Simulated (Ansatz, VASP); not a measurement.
Rh: VASP beside Ansatz

```xyz
3
Lattice="4.3582 0.0000 0.0000 -2.1791 3.7743 0.0000 0.0000 0.0000 2.6754" Properties=species:S:1:pos:R:3 pbc="T T T"
Rh    4.3582    0.0000    0.0000
Rh    0.0000    2.5162    1.3377
Rh    2.1791    1.2581    1.3377
```

Alike in both runs: task single point; functional revPBE; k mesh 10 × 10 × 13; occupations fermi-dirac, width 0.1 eV; no spin polarisation.

```csv
,VASP,Ansatz
version,VASP 6.6.1,Ansatz 0.2.0
potentials or method,"VASP PAW PBE potentials, release 64 (Rh_pv), cutoff 520 eV","plane waves (420 eV) with PAW, scalar-relativistic"
valence electrons in the cell,45,51
```

```csv
,VASP,Ansatz,Ansatz less VASP
pressure (GPa),0.0,-0.1,-0.08
"traceless stress, the component that is largest in VASP (GPa)",-0.55,-0.49,+0.065
```

VASP's potentials were made for PBE, not for revPBE. VASP's potentials hold 45 valence electrons a cell and Ansatz's 51, so a difference there can come from the potentials and not from the codes.
